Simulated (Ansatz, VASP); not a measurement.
# LuSb5 in VASP and in Ansatz

```xyz
6
Lattice="5.7332 0.0000 0.0000 -2.8666 4.9651 0.0000 0.0000 0.0000 6.0070" Properties=species:S:1:pos:R:3 pbc="T T T"
Lu    0.0000    0.0000    3.0035
Sb    2.8666    0.0000    0.0000
Sb   -1.4333    2.4826    0.0000
Sb    1.4333    2.4826    0.0000
Sb    0.0000    3.3101    3.0035
Sb    2.8666    1.6550    3.0035
```

Alike in both runs: task single point; functional PBE; k mesh 6 × 6 × 4; occupations gaussian, width 0.1 eV; no spin polarisation.

|  | VASP | Ansatz |
| --- | --- | --- |
| version | VASP 6.6.1 | Ansatz 0.2.0 |
| potentials or method | VASP PAW PBE potentials, release 64 (Lu, Sb), cutoff 520 eV | scalar-relativistic, plane waves, PAW |
| valence electrons in the cell | 50 | 100 |

|  | VASP | Ansatz | Ansatz less VASP |
| --- | --- | --- | --- |
| gap on the k mesh at the Fermi level (eV) | none | none | - |
| pressure (GPa) | 5.5 | 5.4 | -0.06 |
| traceless stress, the component that is largest in VASP (GPa) | -7.82 | -7.71 | +0.113 |

A gap of «none» marks a metal or a gap that the smearing closes. VASP's potentials hold 50 valence electrons a cell and Ansatz's 100, so a difference there can come from the potentials and not from the codes.

Neither program's run includes spin-orbit coupling.
